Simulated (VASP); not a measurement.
# TiH2 (I4/mmm) in VASP: a series of runs

The runs below take TiH2 through single point, with r2SCAN.

Program: VASP 6.6.1. These are calculated values, not measurements. Logs are shortened: lines on timing, memory, paths and dates and some standing lists are left out, and cuts for length are marked.

## (1) The cell of the first run

It takes space group I4/mmm (No. 139, tetragonal). Conventional cell: a = 3.173 Å, b = 3.173 Å, c = 4.245 Å, α = 90.00°, β = 90.00°, γ = 90.00°. Ti (site symmetry 4/mmm) has 8 H at 1.91 Å within 2.5 Å. H (site symmetry -4m2) has 4 Ti at 1.91 Å and 6 H at 2.12 to 2.24 Å within 2.5 Å.

## (2) Single point, r2SCAN

The input, POSCAR:

```
TiH2
1.0
   -1.5864808695      1.5864808695      2.1223510696
    1.5864808695     -1.5864808695      2.1223510696
    1.5864808695      1.5864808695     -2.1223510696
Ti H
1 2
Direct
    0.0000000000      0.0000000000      0.0000000000
    0.7500000000      0.2500000000      0.5000000000
    0.2500000000      0.7500000000      0.5000000000
```

The input, INCAR.step1:

```
SYSTEM = TiH2
ALGO = Normal
EDIFF = 1E-4
ENCUT = 520
GGA = PE
ISMEAR = -1
LASPH = .True.
LCHARG = .False.
LREAL = .False.
LWAVE = .True.
NBANDS = 14
NELM = 60
PREC = Accurate
SIGMA = 0.1
```

The input, INCAR.step2:

```
SYSTEM = TiH2
ALGO = Normal
EDIFF = 1E-6
ENCUT = 520
ISIF = 2
ISMEAR = -1
ISTART = 1
LASPH = .True.
LCHARG = .False.
LMIXTAU = .True.
LREAL = .False.
LWAVE = .False.
METAGGA = R2SCAN
NBANDS = 14
NELM = 60
PREC = Accurate
SIGMA = 0.1
```

The input, KPOINTS:

```
k-points
0
Gamma
  10 10 10
  0 0 0
```

Potentials or basis: VASP PAW PBE potentials, release 64 (Ti_sv, H).

The run is started by

```console
$ cat potpaw_PBE.64/Ti_sv/POTCAR potpaw_PBE.64/H/POTCAR > POTCAR
$ cp INCAR.step1 INCAR
$ mpirun -np 1 vasp_std > vasp.out
$ cp INCAR.step2 INCAR
$ mpirun -np 1 vasp_std > vasp.out
```

OUTCAR:

```text
SYSTEM = TiH2
   EDIFF = 1E-6
   ENCUT = 520
   ISIF = 2
   ISMEAR = -1
   ISTART = 1
   LASPH = .True.
   LREAL = .False.
   METAGGA = R2SCAN
   NELM = 60
   PREC = Accurate

 ion  position               nearest neighbor table
   1  0.000  0.000  0.000-
   2  0.750  0.250  0.500-
   3  0.250  0.750  0.500-

  LATTYP: Found a body centered tetragonal cell.
 ALAT       =     3.1729617390
 C/A-ratio  =     1.3377728723

  Lattice vectors:

 A1 = (  -1.5864808695,   1.5864808695,   2.1223510696)
 A2 = (   1.5864808695,  -1.5864808695,   2.1223510696)
 A3 = (   1.5864808695,   1.5864808695,  -2.1223510696)

Analysis of symmetry for initial positions (statically):
=====================================================================
 Subroutine PRICEL returns:
 Original cell was already a primitive cell.

 Routine SETGRP: Setting up the symmetry group for a
 body centered tetragonal supercell.

 Subroutine GETGRP returns: Found 16 space group operations
 (whereof 16 operations were pure point group operations)
 out of a pool of 16 trial point group operations.

The static configuration has the point symmetry D_4h.

Analysis of symmetry for dynamics (positions and initial velocities):
=====================================================================
 Subroutine PRICEL returns:
 Original cell was already a primitive cell.

 Routine SETGRP: Setting up the symmetry group for a
 body centered tetragonal supercell.

 Subroutine GETGRP returns: Found 16 space group operations
 (whereof 16 operations were pure point group operations)
 out of a pool of 16 trial point group operations.

The dynamic configuration has the point symmetry D_4h.

 Subroutine INISYM returns: Found 16 space group operations
 (whereof 16 operations are pure point group operations),
 and found     1 'primitive' translations

----------------------------------------------------------------------------------------

                                     Primitive cell

  volume of cell :      21.3672

  direct lattice vectors                    reciprocal lattice vectors
    -1.586480869  1.586480869  2.122351070     0.000000000  0.315162956  0.235587791
     1.586480869 -1.586480869  2.122351070     0.315162956  0.000000000  0.235587791
     1.586480869  1.586480869 -2.122351070     0.315162956  0.315162956  0.000000000

  length of vectors
     3.088400421  3.088400421  3.088400421     0.393483540  0.393483540  0.445707726

  position of ions in fractional coordinates (direct lattice)
     0.000000000  0.000000000  0.000000000
     0.750000000  0.250000000  0.500000000
     0.250000000  0.750000000  0.500000000

  ion indices of the primitive-cell ions
   primitive index   ion index
                 1           1
                 2           2
                 3           3

----------------------------------------------------------------------------------------

 KPOINTS: k-points

Automatic generation of k-mesh.
 Grid dimensions read from file:
 generate k-points for:   10   10   10

 Generating k-lattice:

  Cartesian coordinates                     Fractional coordinates (reciprocal lattice)
     0.000000000  0.031516296  0.023558779     0.100000000  0.000000000  0.000000000
     0.031516296  0.000000000  0.023558779     0.000000000  0.100000000  0.000000000
     0.031516296  0.031516296  0.000000000     0.000000000  0.000000000  0.100000000

  Length of vectors
     0.039348354  0.039348354  0.044570773

  Shift w.r.t. Gamma in fractional coordinates (k-lattice)
     0.000000000  0.000000000  0.000000000

 Subroutine IBZKPT returns following result:
 ===========================================

 Found    102 irreducible k-points:

 Following reciprocal coordinates:
            Coordinates               Weight
  0.000000  0.000000  0.000000      1.000000
  0.100000  0.000000 -0.000000      8.000000
  0.200000  0.000000 -0.000000      8.000000
  0.300000  0.000000  0.000000      8.000000
  0.400000  0.000000 -0.000000      8.000000
  0.500000  0.000000 -0.000000      4.000000
[... 16 lines left out ...]
  0.300000  0.300000  0.000000      8.000000
  0.400000  0.300000 -0.000000     16.000000
 [... further k-points ...]
   k-points           NKPTS =    102   k-points in BZ     NKDIM =    102   number of bands    NBANDS=     14
   number of dos      NEDOS =    301   number of ions     NIONS =      3
   total plane-waves  NPLWV =  13824
   dimension x,y,z NGX =    24 NGY =   24 NGZ =   24
   dimension x,y,z NGXF=    48 NGYF=   48 NGZF=   48
   ions per type =               1   2
   NGX,Y,Z   is equivalent  to a cutoff of  12.92, 12.92, 12.92 a.u.
   NGXF,Y,Z  is equivalent  to a cutoff of  25.84, 25.84, 25.84 a.u.
 SYSTEM =  TiH2
   PREC   = accura    normal or accurate (medium, high low for compatibility)
   ISTART =      1    job   : 0-new  1-cont  2-samecut
   ICHARG =      0    charge: 1-file 2-atom 10-const
   ISPIN  =      1    spin polarized calculation?
   LNONCOLLINEAR =      F non collinear calculations
   LSORBIT =      F    spin-orbit coupling
   LASPH  =      T    aspherical Exc in radial PAW
   ENCUT  =  520.0 eV  38.22 Ry    6.18 a.u.   5.74  5.74  5.74*2*pi/ulx,y,z
   NELM   =     60;   NELMIN=  2; NELMDL=  0     # of ELM steps
   EDIFF  = 0.1E-05   stopping-criterion for ELM
   LREAL  =      F    real-space projection
   EDIFFG = 0.1E-04   stopping-criterion for IOM
   NSW    =      0    number of steps for IOM
   IBRION =     -1    ionic relax: 0-MD 1-quasi-New 2-CG
   NFREE  =      0    steps in history (QN), initial steepest desc. (CG)
   ISIF   =      2    stress and relaxation
   ISYM   =      2    0-nonsym 1-usesym 2-fastsym
   POTIM  = 0.5000    time-step for ionic-motion
   TEBEG  =    0.0;   TEEND  =   0.0 temperature during run
   PSTRESS=    0.0 pullay stress
   NELECT =      14.0000    total number of electrons
   NUPDOWN=      -1.0000    fix difference up-down
   EMIN   =  10.00;   EMAX   =-10.00  energy-range for DOS
   EFERMI =   0.00;   METHOD = LEGACY
   ISMEAR =    -1;   SIGMA  =   0.10  broadening in eV -4-tet -1-fermi 0-gaus
   EFERMI_NEDOS =   21; number of points for ismear=-14 and -15
   IALGO  =     38    algorithm
   IMIX   =      4    mixing-type and parameters
     AMIX     =   0.40;   BMIX     =  1.00
     AMIX_MAG =   1.60;   BMIX_MAG =  1.00
  volume/ion in A,a.u.               =       7.12        48.06
  Fermi-wavevector in a.u.,A,eV,Ry     =   1.421898  2.686998 27.508189  2.021795
  Thomas-Fermi vector in A             =   2.542659
   LORBIT       =      0    0 simple, 1 ext, 2 COOP (PROOUT), +10 PAW based schemes
   METAGGA = R2SCAN    functional components
   LHFCALC =     F    Hartree Fock is set to
   AEXX    =    0.0000 exact exchange contribution
   IVDW    =     0    specifies the selected vdW correction
   LEPSILON=     F    determine dielectric tensor
   LRPA    =     F    only Hartree local field effects (RPA)
 non-spin polarized calculation
  energy-cutoff  :      520.00
  volume of cell :       21.37
 maximum number of plane-waves:       592
   NGX = 11   NGY = 11   NGZ = 11

 number of electron      13.9999998 magnetization

 Free energy of the ion-electron system (eV)
  ---------------------------------------------------
  ext. energy  EPLUGINS =         0.00000000
  ---------------------------------------------------
  free energy    TOTEN  =       -21.51017037 eV

  energy without entropy =      -21.46993247  energy(sigma->0) =      -21.49005142

 E-fermi :   8.0678     XC(G=0): -12.4307

 val. band max:        8.0673287729   @ k =  -0.1000  -0.3000   0.1000
 cond. band min:       8.0710253091   @ k =  -0.2000   0.2000   0.1000
 fundamental gap:      0.0036965362
 Fermi energy:         8.0677660052

 k-point     1 :       0.0000    0.0000    0.0000
  band No.  band energies     occupation
      1     -51.6350      2.00000
      2     -26.6574      2.00000
      3     -26.6574      2.00000
      4     -26.6450      2.00000
      5      -3.2372      2.00000
      6       7.6894      1.95552
      7       7.6894      1.95551
      8       8.0665      1.00653
      9       8.2763      0.22115
     10       9.4019      0.00000
     11       9.8761      0.00000
     12      22.9565      0.00000
     13      24.4819      0.00000
     14      24.4819      0.00000

 k-point     2 :       0.1000    0.0000   -0.0000
  band No.  band energies     occupation
      1     -51.6290      2.00000
      2     -26.6961      2.00000
      3     -26.6639      2.00000
      4     -26.6526      2.00000
      5      -2.9800      2.00000
      6       6.1354      2.00000
      7       7.7870      1.88615
      8       8.0353      1.16092
      9       9.3577      0.00001
     10       9.7999      0.00000
     11      10.1356      0.00000
     12      21.1036      0.00000
     13      24.5458      0.00000
     14      24.6117      0.00000

 k-point     3 :       0.2000    0.0000   -0.0000
  band No.  band energies     occupation
      1     -51.6132      2.00000
      2     -26.8053      2.00000
      3     -26.6810      2.00000
      4     -26.6628      2.00000
      5      -2.2613      2.00000
      6       4.5666      2.00000
      7       7.9399      1.56434
      8       8.2563      0.26352
      9       9.3908      0.00000
     10       9.7007      0.00000
     11      12.0461      0.00000
     12      18.8161      0.00000
     13      22.7863      0.00000
     14      24.5148      0.00000
[... 324 lines left out ...]
 k-point    23 :       0.3000    0.3000    0.0000
  band No.  band energies     occupation
      1     -51.5614      2.00000
      2     -26.9642      2.00000
      3     -26.9008      2.00000
      4     -26.7195      2.00000
      5       1.0382      2.00000
      6       2.0596      2.00000
      7       6.4718      2.00000
      8       9.1266      0.00005
      9       9.7229      0.00000
     10      11.5660      0.00000
     11      12.9508      0.00000
     12      15.3969      0.00000
     13      18.0178      0.00000
     14      20.9798      0.00000

 k-point    24 :       0.4000    0.3000   -0.0000
  band No.  band energies     occupation
      1     -51.5572      2.00000
      2     -26.9886      2.00000
      3     -26.8918      2.00000
      4     -26.7399      2.00000
      5       1.4485      2.00000
      6       1.9554      2.00000
      7       6.0039      2.00000
      8       9.3012      0.00001
      9      10.2169      0.00000
     10      11.6592      0.00000
     11      12.5103      0.00000
     12      15.3534      0.00000
     13      17.9202      0.00000
     14      19.3912      0.00000

 [... further k-points ...]

------------------------ aborting loop because EDIFF is reached ----------------------------------------

  FORCE on cell =-STRESS in cart. coord.  units (eV):
  Direction    XX          YY          ZZ          XY          YZ          ZX
  --------------------------------------------------------------------------------------
  -------------------------------------------------------------------------------------
  Total        0.0516822      0.0516822      0.0425423      0.0000000     -0.0000000      0.0000000
  in kB        3.8752935      3.8752935      3.1899570      0.0000000     -0.0000000      0.0000000
  external PRESSURE =       3.6468480 kB  Pullay stress =       0.0000000 kB

 VOLUME and BASIS-vectors are now :
 -----------------------------------------------------------------------------
  energy-cutoff  :      520.00
  volume of cell :       21.37
      direct lattice vectors                 reciprocal lattice vectors
    -1.586480869  1.586480869  2.122351070     0.000000000  0.315162956  0.235587791
     1.586480869 -1.586480869  2.122351070     0.315162956  0.000000000  0.235587791
     1.586480869  1.586480869 -2.122351070     0.315162956  0.315162956  0.000000000

 POSITION                                       TOTAL-FORCE (eV/Angst)
 -----------------------------------------------------------------------------------
      0.00000      0.00000      0.00000         0.000000     -0.000000      0.000000
      0.00000      1.58648      1.06118         0.000000     -0.000000      0.000000
      1.58648      0.00000      1.06118        -0.000000      0.000000     -0.000000
 -----------------------------------------------------------------------------------
    total drift:                                0.000000      0.000000      0.000000

  FREE ENERGIE OF THE ION-ELECTRON SYSTEM (eV)
  ---------------------------------------------------
  free  energy   TOTEN  =       -21.5101703723 eV

  energy  without entropy=      -21.4699324668  energy(sigma->0) =      -21.49005142
```

Run time: 1.8 min. Hardware: 1 thread of Intel Xeon 8259CL, shared host; peak memory 0.17 GiB.

What came out:

| Quantity | Value |
| --- | --- |
| Free energy | -21.5102 eV |
| Pressure | 0.4 GPa |
| Band gap on the k mesh | zero (bands 7 and 8 overlap by 0.49 eV) |

Levels at points of the mesh, in eV from the Fermi level:
```csv
k point,band 4,band 5,band 6,band 7,band 8,band 9,band 10,band 11
"(0.00, 0.00, 0.00)",-34.71,-11.30,-0.38,-0.38,0.00,0.21,1.33,1.81
"(0.50, 0.00, 0.00)",-34.76,-7.89,-5.74,-0.40,0.11,2.35,2.49,5.07
"(0.50, 0.50, 0.00)",-34.83,-6.30,-6.05,-3.27,2.44,2.50,2.68,7.20
"(0.50, 0.50, 0.50)",-34.89,-6.79,-5.26,-3.15,2.46,2.55,2.55,7.47
```

Caveat: the PAW data sets were made with another functional, which shifts forces and pressure a little.

(Part 1 of 2 ends here.)
